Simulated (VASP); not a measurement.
Crystal: Si2Ni.

```
Si Ni
1.0
     0.00000    2.67548    2.67548
     2.67548    0.00000    2.67548
     2.67548    2.67548    0.00000
Si Ni
2 1
Direct
  0.25000 0.25000 0.25000
  0.75000 0.75000 0.75000
  0.00000 0.00000 0.00000
```

Base run:

- Program: VASP 6.6.1
- Functional: LDA
- Potentials or basis: VASP PAW LDA potentials, release 64 (Si, Ni)
- Cutoff: 520 eV
- k mesh: 14 × 14 × 14
- Occupations: gaussian, width 0.15 eV
- Spin: collinear spin, ferromagnetic start
- Starting moments: [0.0, 0.0, 0.625] μB
- Fixed moment: 0.625 μB

Its results: pressure 2.2 GPa; site moments Si +0.08; Ni +0.29 μB.

Q: After a change of settings the same cell gave: pressure 1.2 GPa; site moments Si +0.07; Ni +0.24 μB. Which change was it?
A. fixed moment from 0.625 μB to 0.5 μB; moments at the start from [0.0, 0.0, 0.62] to [0.0, 0.0, 0.5]
B. fixed moment from 0.625 μB to 0.25 μB; moments at the start from [0.0, 0.0, 0.62] to [0.0, 0.0, 0.25]
C. fixed moment from 0.625 μB to 0.875 μB; moments at the start from [0.0, 0.0, 0.62] to [0.0, 0.0, 0.88]
D. fixed moment from 0.625 μB to 1 μB; moments at the start from [0.0, 0.0, 0.62] to [0.0, 0.0, 1.0]

A: A.

Caveats: the total moment is fixed, so each spin has its own Fermi level.
